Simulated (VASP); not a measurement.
# Be2C (Fm-3m) in VASP: notebook

The runs below take Be2C through single point, with PBE.

All numbers are computed with VASP 6.6.1; they aren't measurements. Logs are shortened: lines on timing, memory, paths and dates and some standing lists are left out, and cuts for length are marked.

### Step 1. The cell of the first run

It takes space group Fm-3m (No. 225, cubic). Conventional cell: a = 4.240 Å, b = 4.240 Å, c = 4.240 Å, α = 90.00°, β = 90.00°, γ = 90.00°. Within 2.4 Å of Be (site symmetry -43m) lie 4 C at 1.84 Å and 6 Be at 2.12 Å. C (site symmetry m-3m) has 8 Be at 1.84 Å within 2.4 Å.

### Step 2. Single point, PBE (volume changed by -6%)

The input, INCAR:

```
SYSTEM = Be2C
  PREC = Accurate
  ENCUT = 600
  EDIFF = 1E-6
  ISMEAR = 0
  SIGMA = 0.01
  LREAL = .FALSE.
  LASPH = .TRUE.
  NELM = 120
  ALGO = Normal
  ISIF = 2
  LWAVE = .FALSE.
  LCHARG = .FALSE.
  GGA = PE
  NBANDS = 11
  GGA_COMPAT = .FALSE.
```

The input, KPOINTS:

```
Automatic mesh
0
G
  8 8 8
  0 0 0
```

The input, POSCAR:

```
Be2C
1.0
    0.0000000000      2.1200125772      2.1200125772
    2.1200125772      0.0000000000      2.1200125772
    2.1200125772      2.1200125772      0.0000000000
Be C
2 1
Direct
    0.7500000000      0.7500000000      0.7500000000
    0.2500000000      0.2500000000      0.2500000000
    0.0000000000      0.0000000000      0.0000000000
```

Potentials or basis: VASP PAW PBE potentials, release 64 (Be, C).

Run with:

```sh
$ cat potpaw_PBE.64/Be/POTCAR potpaw_PBE.64/C/POTCAR > POTCAR
$ mpirun -np 1 vasp_std > vasp.out
```

OUTCAR:

```text
SYSTEM = Be2C
   PREC = Accurate
   ENCUT = 600
   EDIFF = 1E-6
   ISMEAR = 0
   LREAL = .FALSE.
   LASPH = .TRUE.
   NELM = 120
   ISIF = 2
   GGA = PE

 ion  position               nearest neighbor table
   1  0.750  0.750  0.750-   3 1.84   3 1.84   3 1.84   3 1.84   2 2.12   2 2.12   2 2.12   2 2.12
                             2 2.12   2 2.12
   2  0.250  0.250  0.250-   3 1.84   3 1.84   3 1.84   3 1.84   1 2.12   1 2.12   1 2.12   1 2.12
                             1 2.12   1 2.12
   3  0.000  0.000  0.000-   1 1.84   1 1.84   1 1.84   1 1.84   2 1.84   2 1.84   2 1.84   2 1.84

  LATTYP: Found a face centered cubic cell.
 ALAT       =     4.2400251544

  Lattice vectors:

 A1 = (   0.0000000000,   2.1200125772,   2.1200125772)
 A2 = (   2.1200125772,   0.0000000000,   2.1200125772)
 A3 = (   2.1200125772,   2.1200125772,   0.0000000000)

Analysis of symmetry for initial positions (statically):
=====================================================================
 Subroutine PRICEL returns:
 Original cell was already a primitive cell.

 Routine SETGRP: Setting up the symmetry group for a
 face centered cubic supercell.

 Subroutine GETGRP returns: Found 48 space group operations
 (whereof 48 operations were pure point group operations)
 out of a pool of 48 trial point group operations.

The static configuration has the point symmetry O_h .

Analysis of symmetry for dynamics (positions and initial velocities):
=====================================================================
 Subroutine PRICEL returns:
 Original cell was already a primitive cell.

 Routine SETGRP: Setting up the symmetry group for a
 face centered cubic supercell.

 Subroutine GETGRP returns: Found 48 space group operations
 (whereof 48 operations were pure point group operations)
 out of a pool of 48 trial point group operations.

The dynamic configuration has the point symmetry O_h .

 Subroutine INISYM returns: Found 48 space group operations
 (whereof 48 operations are pure point group operations),
 and found     1 'primitive' translations

----------------------------------------------------------------------------------------

                                     Primitive cell

  volume of cell :      19.0566

  direct lattice vectors                    reciprocal lattice vectors
     0.000000000  2.120012577  2.120012577    -0.235847657  0.235847657  0.235847657
     2.120012577  0.000000000  2.120012577     0.235847657 -0.235847657  0.235847657
     2.120012577  2.120012577  0.000000000     0.235847657  0.235847657 -0.235847657

  length of vectors
     2.998150539  2.998150539  2.998150539     0.408500125  0.408500125  0.408500125

  position of ions in fractional coordinates (direct lattice)
     0.750000000  0.750000000  0.750000000
     0.250000000  0.250000000  0.250000000
     0.000000000  0.000000000  0.000000000
[... 94 lines left out ...]
   EFERMI_NEDOS =   21; number of points for ismear=-14 and -15
   IALGO  =     38    algorithm
   IMIX   =      4    mixing-type and parameters
     AMIX     =   0.40;   BMIX     =  1.00
     AMIX_MAG =   1.60;   BMIX_MAG =  1.00
  volume/ion in A,a.u.               =       6.35        42.87
  Fermi-wavevector in a.u.,A,eV,Ry     =   1.225810  2.316444 20.444243  1.502609
  Thomas-Fermi vector in A             =   2.360834
   LORBIT       =      0    0 simple, 1 ext, 2 COOP (PROOUT), +10 PAW based schemes
   GGA     = PE    functional components
   LHFCALC =     F    Hartree Fock is set to
   AEXX    =    0.0000 exact exchange contribution
   IVDW    =     0    specifies the selected vdW correction
   LEPSILON=     F    determine dielectric tensor
   LRPA    =     F    only Hartree local field effects (RPA)
 non-spin polarized calculation
 Gauss-broadening in eV      SIGMA  =   0.01
  energy-cutoff  :      600.00
  volume of cell :       19.06
 maximum number of plane-waves:       652
   NGX = 11   NGY = 11   NGZ = 11

 number of electron       7.9999999 magnetization

 Free energy of the ion-electron system (eV)
  ---------------------------------------------------
  ext. energy  EPLUGINS =         0.00000000
  ---------------------------------------------------
  free energy    TOTEN  =       -17.40275404 eV

  energy without entropy =      -17.40275404  energy(sigma->0) =      -17.40275404

 E-fermi :   8.4570     XC(G=0): -11.6848

 val. band max:        8.3505319739   @ k =   0.0000   0.0000   0.0000
 cond. band min:       9.5337051221   @ k =   0.5000   0.5000   0.0000
 fundamental gap:      1.1831731482
 Fermi energy:         8.4569822245

 k-point     1 :       0.0000    0.0000    0.0000
  band No.  band energies     occupation
      1      -7.1533      2.00000
      2       8.3505      2.00000
      3       8.3505      2.00000
      4       8.3505      2.00000
      5      12.5952      0.00000
      6      12.5952      0.00000
      7      12.5952      0.00000
      8      15.8049      0.00000
      9      22.0123      0.00000
     10      22.0123      0.00000
     11      22.0123      0.00000
[... 309 lines left out ...]
 k-point    24 :      -0.3750    0.2500    0.1250
  band No.  band energies     occupation
      1      -3.6625      2.00000
      2      -0.0655      2.00000
      3       4.0614      2.00000
      4       4.7753      2.00000
      5      13.6781      0.00000
      6      15.2913      0.00000
      7      18.7243      0.00000
      8      19.4610      0.00000
      9      21.0552      0.00000
     10      22.6923      0.00000
     11      26.7021      0.00000

 [... further k-points ...]

------------------------ aborting loop because EDIFF is reached ----------------------------------------

  FORCE on cell =-STRESS in cart. coord.  units (eV):
  Direction    XX          YY          ZZ          XY          YZ          ZX
  --------------------------------------------------------------------------------------
  -------------------------------------------------------------------------------------
  Total        1.6910700      1.6910700      1.6910700      0.0000000      0.0000000      0.0000000
  in kB      142.1761900    142.1761900    142.1761900      0.0000000      0.0000000      0.0000000
  external PRESSURE =     142.1761900 kB  Pullay stress =       0.0000000 kB

 VOLUME and BASIS-vectors are now :
 -----------------------------------------------------------------------------
  energy-cutoff  :      600.00
  volume of cell :       19.06
      direct lattice vectors                 reciprocal lattice vectors
     0.000000000  2.120012577  2.120012577    -0.235847657  0.235847657  0.235847657
     2.120012577  0.000000000  2.120012577     0.235847657 -0.235847657  0.235847657
     2.120012577  2.120012577  0.000000000     0.235847657  0.235847657 -0.235847657

 POSITION                                       TOTAL-FORCE (eV/Angst)
 -----------------------------------------------------------------------------------
      3.18002      3.18002      3.18002         0.000000     -0.000000      0.000000
      1.06001      1.06001      1.06001        -0.000000      0.000000     -0.000000
      0.00000      0.00000      0.00000        -0.000000      0.000000      0.000000
 -----------------------------------------------------------------------------------
    total drift:                               -0.000000     -0.000000      0.000000

  FREE ENERGIE OF THE ION-ELECTRON SYSTEM (eV)
  ---------------------------------------------------
  free  energy   TOTEN  =       -17.4027540357 eV

  energy  without entropy=      -17.4027540357  energy(sigma->0) =      -17.40275404
```

OSZICAR:

```text
N       E                     dE             d eps       ncg     rms          rms(c)
DAV:   1     0.606351690558E+01    0.60635E+01   -0.43642E+03   638   0.754E+02
DAV:   2    -0.177783538740E+02   -0.23842E+02   -0.22083E+02   823   0.137E+02
DAV:   3    -0.185799307266E+02   -0.80158E+00   -0.79751E+00   818   0.191E+01
DAV:   4    -0.185845794966E+02   -0.46488E-02   -0.46476E-02   729   0.171E+00
DAV:   5    -0.185846040330E+02   -0.24536E-04   -0.24534E-04   816   0.110E-01    0.555E+00
DAV:   6    -0.174789192606E+02    0.11057E+01   -0.30294E+00   680   0.846E+00    0.225E+00
DAV:   7    -0.174127214027E+02    0.66198E-01   -0.21891E-01   777   0.323E+00    0.132E+00
DAV:   8    -0.174029293071E+02    0.97921E-02   -0.12051E-02   689   0.128E+00    0.202E-01
DAV:   9    -0.174027527041E+02    0.17660E-03   -0.25625E-04   756   0.108E-01    0.113E-01
DAV:  10    -0.174027547789E+02   -0.20747E-05   -0.12598E-04   742   0.803E-02    0.105E-02
DAV:  11    -0.174027541347E+02    0.64415E-06   -0.15437E-05   762   0.209E-02    0.264E-03
DAV:  12    -0.174027540357E+02    0.99052E-07   -0.58745E-07   376   0.581E-03
   1 F= -.17402754E+02 E0= -.17402754E+02  d E =-.202375E-53
```

stdout:

```text
POSCAR found type information on POSCAR BeC
 POSCAR found :  2 types and       3 ions
 scaLAPACK will be used
 LDA part: xc-table for (Slater+PW92), standard interpolation
 POSCAR, INCAR and KPOINTS ok, starting setup
 FFT: planning ... GRIDC
 FFT: planning ... GRID_SOFT
 FFT: planning ... GRID
 WAVECAR not read
 entering main loop
```

Wall time 11 s (1 thread of Intel Xeon 8259CL, shared host); peak memory 0.13 GiB.

Results:

```yaml
Free_energy: -17.4028 eV
Pressure: 14.2 GPa
Band_gap_on_the_k_mesh: 1.18 eV, indirect (least direct gap 4.24 eV)
```

Caveat: the cell differs from its parent crystal (volume changed by -6%). A k mesh can miss the band edges.

### Step 3. Single point, PBE

This run uses another cell than the first one, of 6.76 Å³/atom, 1.064 times its volume.

The input, INCAR:

```
SYSTEM = Be2C
ALGO = Normal ; EDIFF = 1E-6
ENCUT = 600 ; GGA = PE
GGA_COMPAT = .FALSE. ; ISIF = 2
ISMEAR = 0 ; LASPH = .TRUE.
LCHARG = .FALSE. ; LREAL = .FALSE.
LWAVE = .FALSE. ; NBANDS = 11
NELM = 120 ; PREC = Accurate
SIGMA = 0.01
```

The input, KPOINTS:

```
k-points
0
G
  8 8 8
  0 0 0
```

The input, POSCAR:

```
Be2C
1.0
    0.0000000000      2.1641921607      2.1641921607
    2.1641921607      0.0000000000      2.1641921607
    2.1641921607      2.1641921607      0.0000000000
Be C
2 1
Direct
    0.7500000000      0.7500000000      0.7500000000
    0.2500000000      0.2500000000      0.2500000000
    0.0000000000      0.0000000000      0.0000000000
```

Potentials or basis: VASP PAW PBE potentials, release 64 (Be, C).

Run with:

```sh
$ cat potpaw_PBE.64/Be/POTCAR potpaw_PBE.64/C/POTCAR > POTCAR
$ mpirun -np 1 vasp_std > vasp.out
```

It took 8.6 s on 1 thread of Intel Xeon 8259CL, shared host; peak memory 0.13 GiB.

The run converged. Its results:

* Free energy: -17.4565 eV
* Pressure: 0.3 GPa
* Band gap on the k mesh: 1.16 eV, indirect (least direct gap 4.13 eV)

Levels at points of the mesh, in eV from the valence-band top:
```csv
k point,band 1,band 2,band 3,band 4,band 5,band 6,band 7,band 8,band 9
"(0.00, 0.00, 0.00)",-15.04,0.00,0.00,0.00,4.13,4.13,4.13,6.76,13.17
"(0.50, 0.00, 0.00)",-12.18,-8.73,-1.83,-1.83,5.01,5.01,7.01,9.82,14.51
"(0.50, 0.50, 0.00)",-11.43,-6.78,-4.73,-4.73,1.16,5.73,13.25,13.25,15.31
```

A k mesh can miss the band edges.

### Step 4. Single point, PBE (volume changed by -3%)

The input, INCAR:

```
SYSTEM = Be2C
PREC = Accurate
ENCUT = 600
EDIFF = 1E-6
ISMEAR = 0
SIGMA = 0.01
LREAL = .False.
LASPH = .True.
NELM = 120
ALGO = Normal
ISIF = 2
LWAVE = .False.
LCHARG = .False.
GGA = PE
NBANDS = 11
GGA_COMPAT = .False.
```

The input, KPOINTS:

```
regular mesh
0
Gamma
  8 8 8
  0 0 0
```

The input, POSCAR:

```
Be2C
1.0
    0.0000000000      2.1423301391      2.1423301391
    2.1423301391      0.0000000000      2.1423301391
    2.1423301391      2.1423301391      0.0000000000
Be C
2 1
Direct
    0.7500000000      0.7500000000      0.7500000000
    0.2500000000      0.2500000000      0.2500000000
    0.0000000000      0.0000000000      0.0000000000
```

Run with:

```sh
$ cat potpaw_PBE.64/Be/POTCAR potpaw_PBE.64/C/POTCAR > POTCAR
$ mpirun -np 1 vasp_std > vasp.out
```

It took 8.6 s on 1 thread of Intel Xeon 8259CL, shared host; peak memory 0.13 GiB.

It converged, with:

```yaml
Free_energy: -17.4429 eV
Pressure: 6.8 GPa
Band_gap_on_the_k_mesh: 1.17 eV, indirect (least direct gap 4.19 eV)
```

Levels at points of the mesh, in eV from the valence-band top:
| k point | band 2 | band 3 | band 4 | band 5 | band 6 | band 7 |
| --- | --- | --- | --- | --- | --- | --- |
| (0.00, 0.00, 0.00) | 0.00 | 0.00 | 0.00 | 4.19 | 4.19 | 4.19 |
| (0.50, 0.00, 0.00) | -8.92 | -1.88 | -1.88 | 5.06 | 5.06 | 7.34 |
| (0.50, 0.50, 0.00) | -6.89 | -4.86 | -4.86 | 1.17 | 5.94 | 13.59 |

Caveat: the cell differs from its parent crystal (volume changed by -3%). A k mesh can miss the band edges.

### Step 5. The runs side by side

| cell | gap on the mesh (eV) | pressure (GPa) |
| --- | --- | --- |
| a = 2.998 Å, angles 60.0°, 3 atoms | 1.18 | 14.2 |
| a = 3.061 Å, angles 60.0°, 3 atoms | 1.16 | 0.3 |
| a = 3.030 Å, angles 60.0°, 3 atoms | 1.17 | 6.8 |

Alike in all rows: task single point; level PBE; potentials or basis VASP PAW PBE potentials, release 64 (Be, C); no spin polarisation; k mesh 8 × 8 × 8; cutoff (eV) 600; smearing gaussian 0.01 eV.

Absolute energies hang on the potentials; compare differences alone.
